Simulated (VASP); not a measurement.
# CoO (Fm-3m) in VASP: a series of runs

CoO is run at these levels: PBE; tasks: electric field gradients.

Everything below comes from runs of VASP 6.6.1. Logs are shortened: lines on timing, memory, paths and dates and some standing lists are left out, and cuts for length are marked.

**1. The cell of the first run**

The structure is cubic, space group Fm-3m (No. 225). Conventional cell: a = 4.177 Å, b = 4.177 Å, c = 4.177 Å, α = 90.00°, β = 90.00°, γ = 90.00°. Co (site symmetry m-3m) has 6 O at 2.09 Å within 2.8 Å. O (site symmetry m-3m) has 6 Co at 2.09 Å within 2.8 Å.

**2. Electric field gradients, PBE, collinear spin, ferromagnetic start (volume scaled by 0.9405)**

Contents of INCAR:

```
SYSTEM = CoO
PREC = Accurate
ENCUT = 520
EDIFF = 1E-8
ISMEAR = -1
SIGMA = 0.05
LREAL = .False.
LASPH = .True.
NELM = 150
ALGO = Normal
ISIF = 2
LWAVE = .False.
LCHARG = .False.
ISPIN = 2
MAGMOM = 2 0
LORBIT = 11
LMAXMIX = 4
GGA = PE
LEFG = .True.
NBANDS = 18
```

Contents of KPOINTS:

```
regular mesh
0
Gamma
  15 15 15
  0 0 0
```

Contents of POSCAR:

```
CoO
1.0
    0.0000000000      2.0883579357      2.0883579357
    2.0883579357      0.0000000000      2.0883579357
    2.0883579357      2.0883579357      0.0000000000
Co O
1 1
Direct
    0.0000000000      0.0000000000      0.0000000000
    0.5000000000      0.5000000000      0.5000000000
```

Potentials or basis: VASP PAW PBE potentials, release 64 (Co, O).

Run with:

```bash
$ cat potpaw_PBE.64/Co/POTCAR potpaw_PBE.64/O/POTCAR > POTCAR
$ mpirun -np 1 vasp_std > vasp.out
```

OUTCAR:

```text
SYSTEM = CoO
   PREC = Accurate
   ENCUT = 520
   EDIFF = 1E-8
   ISMEAR = -1
   LREAL = .False.
   LASPH = .True.
   NELM = 150
   ISIF = 2
   ISPIN = 2
   LORBIT = 11
   GGA = PE

 ion  position               nearest neighbor table
   1  0.000  0.000  0.000-   2 2.09   2 2.09   2 2.09   2 2.09   2 2.09   2 2.09
   2  0.500  0.500  0.500-   1 2.09   1 2.09   1 2.09   1 2.09   1 2.09   1 2.09

  LATTYP: Found a face centered cubic cell.
 ALAT       =     4.1767158714

  Lattice vectors:

 A1 = (   0.0000000000,   2.0883579357,   2.0883579357)
 A2 = (   2.0883579357,   0.0000000000,   2.0883579357)
 A3 = (   2.0883579357,   2.0883579357,   0.0000000000)

Analysis of symmetry for initial positions (statically):
=====================================================================
 Subroutine PRICEL returns:
 Original cell was already a primitive cell.

 Routine SETGRP: Setting up the symmetry group for a
 face centered cubic supercell.

 Subroutine GETGRP returns: Found 48 space group operations
 (whereof 48 operations were pure point group operations)
 out of a pool of 48 trial point group operations.

The static configuration has the point symmetry O_h .

Analysis of symmetry for dynamics (positions and initial velocities):
=====================================================================
 Subroutine PRICEL returns:
 Original cell was already a primitive cell.

 Routine SETGRP: Setting up the symmetry group for a
 face centered cubic supercell.

 Subroutine GETGRP returns: Found 48 space group operations
 (whereof 48 operations were pure point group operations)
 out of a pool of 48 trial point group operations.

The dynamic configuration has the point symmetry O_h .

Analysis of structural, dynamic, and magnetic symmetry:
=====================================================================
 Subroutine PRICEL returns:
 Original cell was already a primitive cell.

 Routine SETGRP: Setting up the symmetry group for a
 face centered cubic supercell.

 Subroutine GETGRP returns: Found 48 space group operations
 (whereof 48 operations were pure point group operations)
 out of a pool of 48 trial point group operations.

The overall configuration has the point symmetry O_h .

[... 155 lines left out ...]
 k-point     1 :       0.0000    0.0000    0.0000
  band No.  band energies     occupation
      1     -12.0057      1.00000
      2       5.3619      1.00000
      3       5.3619      1.00000
      4       5.3619      1.00000
      5       5.5848      1.00000
      6       5.5848      1.00000
[... 493 lines left out ...]
     17      35.3435      0.00000
     18      36.4397      0.00000

 [... further k-points ...]

 spin component 2

 k-point     1 :       0.0000    0.0000    0.0000
  band No.  band energies     occupation
      1     -11.5983      1.00000
      2       5.8167      1.00000
      3       5.8167      1.00000
      4       5.8167      1.00000
      5       7.5227      1.00000
      6       7.5228      1.00000
[... 493 lines left out ...]
     17      36.0469      0.00000
     18      37.2405      0.00000

 [... further k-points ...]
[... 5 lines left out ...]
  --------------------------------------------------------------------------------------
  -------------------------------------------------------------------------------------
  Total        0.8739880      0.8739880      0.8739880      0.0000000      0.0000000     -0.0000000
  in kB       76.8725392     76.8725392     76.8725392      0.0000000      0.0000000     -0.0000000
  external PRESSURE =      76.8725392 kB  Pullay stress =       0.0000000 kB

 VOLUME and BASIS-vectors are now :
 -----------------------------------------------------------------------------
  energy-cutoff  :      520.00
  volume of cell :       18.22
      direct lattice vectors                 reciprocal lattice vectors
     0.000000000  2.088357936  2.088357936    -0.239422558  0.239422558  0.239422558
     2.088357936  0.000000000  2.088357936     0.239422558 -0.239422558  0.239422558
     2.088357936  2.088357936  0.000000000     0.239422558  0.239422558 -0.239422558

 POSITION                                       TOTAL-FORCE (eV/Angst)
 -----------------------------------------------------------------------------------
      0.00000      0.00000      0.00000         0.000000     -0.000000     -0.000000
      2.08836      2.08836      2.08836        -0.000000      0.000000      0.000000
 -----------------------------------------------------------------------------------
    total drift:                                0.000000     -0.000000     -0.000000

  FREE ENERGIE OF THE ION-ELECTRON SYSTEM (eV)
  ---------------------------------------------------
  free  energy   TOTEN  =       -13.0419433460 eV

  energy  without entropy=      -13.0064503437  energy(sigma->0) =      -13.02419684

 Electric field gradients (V/A^2)
---------------------------------------------------------------------
 ion       V_xx      V_yy      V_zz      V_xy      V_xz      V_yz
---------------------------------------------------------------------
   1      -0.000    -0.000     0.000     0.001     0.001     0.001
   2       0.000    -0.000    -0.000    -0.002    -0.002    -0.002
---------------------------------------------------------------------

 Electric field gradients after diagonalization (V/A^2)
 (convention: |V_zz| > |V_xx| > |V_yy|)
----------------------------------------------------------------------
 ion       V_xx      V_yy      V_zz     asymmetry (V_yy - V_xx)/ V_zz
----------------------------------------------------------------------
   1      -0.001    -0.001     0.002       0.000
   2       0.002     0.002    -0.003       0.000
----------------------------------------------------------------------

           NMR quadrupolar parameters

 Cq : quadrupolar parameter    Cq=e*Q*V_zz/h
 eta: asymmetry parameters     (V_yy - V_xx)/ V_zz
 Q  : nuclear electric quadrupole moment in mb (millibarn)
----------------------------------------------------------------------
 ion       Cq(MHz)       eta       Q (mb)
----------------------------------------------------------------------
   1       0.000       0.000       1.000
   2      -0.000       0.000       1.000
----------------------------------------------------------------------

 total charge

# of ion       s       p       d       tot
------------------------------------------
    1        0.309   0.395   7.206   7.910
    2        1.558   3.444   0.000   5.002
--------------------------------------------------
tot          1.867   3.839   7.206  12.913

 magnetization (x)

# of ion       s       p       d       tot
------------------------------------------
    1        0.021   0.019   2.331   2.372
    2        0.029   0.206   0.000   0.236
--------------------------------------------------
tot          0.051   0.225   2.331   2.607
```

stdout:

```text
POSCAR found type information on POSCAR CoO
 POSCAR found :  2 types and       2 ions
 scaLAPACK will be used
 LDA part: xc-table for (Slater+PW92), standard interpolation
 POSCAR, INCAR and KPOINTS ok, starting setup
 FFT: planning ... GRIDC
 FFT: planning ... GRID_SOFT
 FFT: planning ... GRID
 WAVECAR not read
 entering main loop
ion   1

ion   2
```

Wall time 78 s (1 thread of Intel Xeon 6975P-C, shared host); peak memory 0.2 GiB.

What came out:

```
Free energy                                           : -13.0419 eV
Pressure                                              : 7.7 GPa
Net moment                                            : 2.65 μB per cell
Site moments                                          : Co +2.37; O +0.24 μB
Valence electrons inside the program's atomic spheres : Co 7.91; O 5.00
```

Levels at points of the mesh, in eV from the Fermi level:
Spin up:
| k point | band 7 | band 8 | band 9 | band 10 | band 11 | band 12 |
| --- | --- | --- | --- | --- | --- | --- |
| (0.00, 0.00, 0.00) | -3.02 | -3.02 | -3.02 | 1.33 | 17.04 | 18.63 |
Spin down:
| k point | band 3 | band 4 | band 5 | band 6 | band 7 | band 8 | band 9 | band 10 |
| --- | --- | --- | --- | --- | --- | --- | --- | --- |
| (0.00, 0.00, 0.00) | -2.95 | -2.95 | -1.24 | -1.24 | -1.24 | -0.04 | -0.04 | 1.81 |

Caveat: without QUAD_EFG the Cq values of the log hold for a quadrupole moment of 1 mb, not for the nuclei; a cell with one magnetic atom can't hold antiferromagnetic order, which such compounds often take; semilocal functionals often make such compounds metallic where correlation or magnetic order opens a gap, which also shifts bond lengths.

**3. Electric field gradients, PBE, collinear spin, ferromagnetic start (volume scaled by 0.98)**

INCAR is that of step 2.

Contents of KPOINTS:

```
Automatic mesh
0
Gamma
  15 15 15
  0 0 0
```

Contents of POSCAR:

```
CoO
1.0
    0.0000000000      2.1171941998      2.1171941998
    2.1171941998      0.0000000000      2.1171941998
    2.1171941998      2.1171941998      0.0000000000
Co O
1 1
Direct
    0.0000000000      0.0000000000      0.0000000000
    0.5000000000      0.5000000000      0.5000000000
```

Potentials or basis: VASP PAW PBE potentials, release 64 (Co, O).

Run with:

```bash
$ cat potpaw_PBE.64/Co/POTCAR potpaw_PBE.64/O/POTCAR > POTCAR
$ mpirun -np 1 vasp_std > vasp.out
```

OUTCAR:

```text
SYSTEM = CoO
   PREC = Accurate
   ENCUT = 520
   EDIFF = 1E-8
   ISMEAR = -1
   LREAL = .False.
   LASPH = .True.
   NELM = 150
   ISIF = 2
   ISPIN = 2
   LORBIT = 11
   GGA = PE

 ion  position               nearest neighbor table
   1  0.000  0.000  0.000-   2 2.12   2 2.12   2 2.12   2 2.12   2 2.12   2 2.12
   2  0.500  0.500  0.500-   1 2.12   1 2.12   1 2.12   1 2.12   1 2.12   1 2.12

  LATTYP: Found a face centered cubic cell.
 ALAT       =     4.2343883996

  Lattice vectors:

 A1 = (   0.0000000000,   2.1171941998,   2.1171941998)
 A2 = (   2.1171941998,   0.0000000000,   2.1171941998)
 A3 = (   2.1171941998,   2.1171941998,   0.0000000000)

Analysis of symmetry for initial positions (statically):
=====================================================================
 Subroutine PRICEL returns:
 Original cell was already a primitive cell.

 Routine SETGRP: Setting up the symmetry group for a
 face centered cubic supercell.

 Subroutine GETGRP returns: Found 48 space group operations
 (whereof 48 operations were pure point group operations)
 out of a pool of 48 trial point group operations.

The static configuration has the point symmetry O_h .

Analysis of symmetry for dynamics (positions and initial velocities):
=====================================================================
 Subroutine PRICEL returns:
 Original cell was already a primitive cell.

 Routine SETGRP: Setting up the symmetry group for a
 face centered cubic supercell.

 Subroutine GETGRP returns: Found 48 space group operations
 (whereof 48 operations were pure point group operations)
 out of a pool of 48 trial point group operations.

The dynamic configuration has the point symmetry O_h .

Analysis of structural, dynamic, and magnetic symmetry:
=====================================================================
 Subroutine PRICEL returns:
 Original cell was already a primitive cell.

 Routine SETGRP: Setting up the symmetry group for a
 face centered cubic supercell.

 Subroutine GETGRP returns: Found 48 space group operations
 (whereof 48 operations were pure point group operations)
 out of a pool of 48 trial point group operations.

The overall configuration has the point symmetry O_h .

 Subroutine INISYM returns: Found 48 space group operations
 (whereof 48 operations are pure point group operations),
 and found     1 'primitive' translations

----------------------------------------------------------------------------------------

                                     Primitive cell

  volume of cell :      18.9807

  direct lattice vectors                    reciprocal lattice vectors
     0.000000000  2.117194200  2.117194200    -0.236161614  0.236161614  0.236161614
     2.117194200  0.000000000  2.117194200     0.236161614 -0.236161614  0.236161614
     2.117194200  2.117194200  0.000000000     0.236161614  0.236161614 -0.236161614

  length of vectors
     2.994164752  2.994164752  2.994164752     0.409043915  0.409043915  0.409043915

  position of ions in fractional coordinates (direct lattice)
     0.000000000  0.000000000  0.000000000
     0.500000000  0.500000000  0.500000000
[... 102 lines left out ...]
   GGA     = PE    functional components
   LHFCALC =     F    Hartree Fock is set to
   AEXX    =    0.0000 exact exchange contribution
   IVDW    =     0    specifies the selected vdW correction
   LEPSILON=     F    determine dielectric tensor
   LRPA    =     F    only Hartree local field effects (RPA)
 spin polarized calculation
  energy-cutoff  :      520.00
  volume of cell :       18.98
 maximum number of plane-waves:       533
   NGX = 11   NGY = 11   NGZ = 11

 number of electron      15.0000003 magnetization       2.8476387

 Free energy of the ion-electron system (eV)
  ---------------------------------------------------
  ext. energy  EPLUGINS =         0.00000000
  ---------------------------------------------------
  free energy    TOTEN  =       -13.06303645 eV

  energy without entropy =      -13.02723364  energy(sigma->0) =      -13.04513504

 E-fermi :   8.1584     XC(G=0): -12.5115

 val. band max:        8.1577978697   @ k =   0.4000   0.2667   0.1333
 cond. band min:       8.1594653473   @ k =  -0.2667   0.2000   0.0000
 fundamental gap:      0.0016674776
 Fermi energy:         8.1583943016

 spin component 1

 k-point     1 :       0.0000    0.0000    0.0000
  band No.  band energies     occupation
      1     -12.1953      1.00000
      2       4.9135      1.00000
      3       4.9135      1.00000
      4       4.9670      1.00000
      5       4.9670      1.00000
      6       4.9670      1.00000
[... 493 lines left out ...]
     17      34.0368      0.00000
     18      35.1348      0.00000

 [... further k-points ...]

 spin component 2

 k-point     1 :       0.0000    0.0000    0.0000
  band No.  band energies     occupation
      1     -11.7165      1.00000
      2       5.5017      1.00000
      3       5.5017      1.00000
      4       5.5017      1.00000
      5       7.0231      1.00000
      6       7.0231      1.00000
[... 493 lines left out ...]
     17      34.7425      0.00000
     18      35.9527      0.00000

 [... further k-points ...]
[... 5 lines left out ...]
  --------------------------------------------------------------------------------------
  -------------------------------------------------------------------------------------
  Total        0.1086291      0.1086291      0.1086291     -0.0000000      0.0000000     -0.0000000
  in kB        9.1694798      9.1694798      9.1694798     -0.0000000      0.0000000     -0.0000000
  external PRESSURE =       9.1694798 kB  Pullay stress =       0.0000000 kB

 VOLUME and BASIS-vectors are now :
 -----------------------------------------------------------------------------
  energy-cutoff  :      520.00
  volume of cell :       18.98
      direct lattice vectors                 reciprocal lattice vectors
     0.000000000  2.117194200  2.117194200    -0.236161614  0.236161614  0.236161614
     2.117194200  0.000000000  2.117194200     0.236161614 -0.236161614  0.236161614
     2.117194200  2.117194200  0.000000000     0.236161614  0.236161614 -0.236161614

 POSITION                                       TOTAL-FORCE (eV/Angst)
 -----------------------------------------------------------------------------------
      0.00000      0.00000      0.00000        -0.000000     -0.000000     -0.000000
      2.11719      2.11719      2.11719         0.000000      0.000000      0.000000
 -----------------------------------------------------------------------------------
    total drift:                                0.000000     -0.000000     -0.000000

  FREE ENERGIE OF THE ION-ELECTRON SYSTEM (eV)
  ---------------------------------------------------
  free  energy   TOTEN  =       -13.0630364468 eV

  energy  without entropy=      -13.0272336374  energy(sigma->0) =      -13.04513504

 Electric field gradients (V/A^2)
---------------------------------------------------------------------
 ion       V_xx      V_yy      V_zz      V_xy      V_xz      V_yz
---------------------------------------------------------------------
   1       0.000     0.000     0.000     0.001     0.001     0.001
   2       0.000     0.000     0.000    -0.002    -0.002    -0.002
---------------------------------------------------------------------

 Electric field gradients after diagonalization (V/A^2)
 (convention: |V_zz| > |V_xx| > |V_yy|)
----------------------------------------------------------------------
 ion       V_xx      V_yy      V_zz     asymmetry (V_yy - V_xx)/ V_zz
----------------------------------------------------------------------
   1      -0.001    -0.001     0.003       0.000
   2       0.002     0.002    -0.004       0.000
----------------------------------------------------------------------

           NMR quadrupolar parameters

 Cq : quadrupolar parameter    Cq=e*Q*V_zz/h
 eta: asymmetry parameters     (V_yy - V_xx)/ V_zz
 Q  : nuclear electric quadrupole moment in mb (millibarn)
----------------------------------------------------------------------
 ion       Cq(MHz)       eta       Q (mb)
----------------------------------------------------------------------
   1       0.000       0.000       1.000
   2      -0.000       0.000       1.000
----------------------------------------------------------------------

 total charge

# of ion       s       p       d       tot
------------------------------------------
    1        0.299   0.368   7.160   7.826
    2        1.556   3.431   0.000   4.987
--------------------------------------------------
tot          1.855   3.798   7.160  12.813

 magnetization (x)

# of ion       s       p       d       tot
------------------------------------------
    1        0.021   0.018   2.477   2.516
    2        0.029   0.254   0.000   0.283
--------------------------------------------------
tot          0.050   0.272   2.477   2.799
```

Run time: 69 s. Hardware: 1 thread of Intel Xeon 6975P-C, shared host; peak memory 0.2 GiB.

Results:

```yaml
Free_energy: -13.0630 eV
Pressure: 0.9 GPa
Net_moment: 2.85 μB per cell
Site_moments: Co +2.52; O +0.28 μB
Valence_electrons_inside_the_program's_atomic_spheres: Co 7.83; O 4.99
```

Caveat: without QUAD_EFG the Cq values of the log hold for a quadrupole moment of 1 mb, not for the nuclei; a cell with one magnetic atom can't hold antiferromagnetic order, which such compounds often take; semilocal functionals often make such compounds metallic where correlation or magnetic order opens a gap, which also shifts bond lengths.
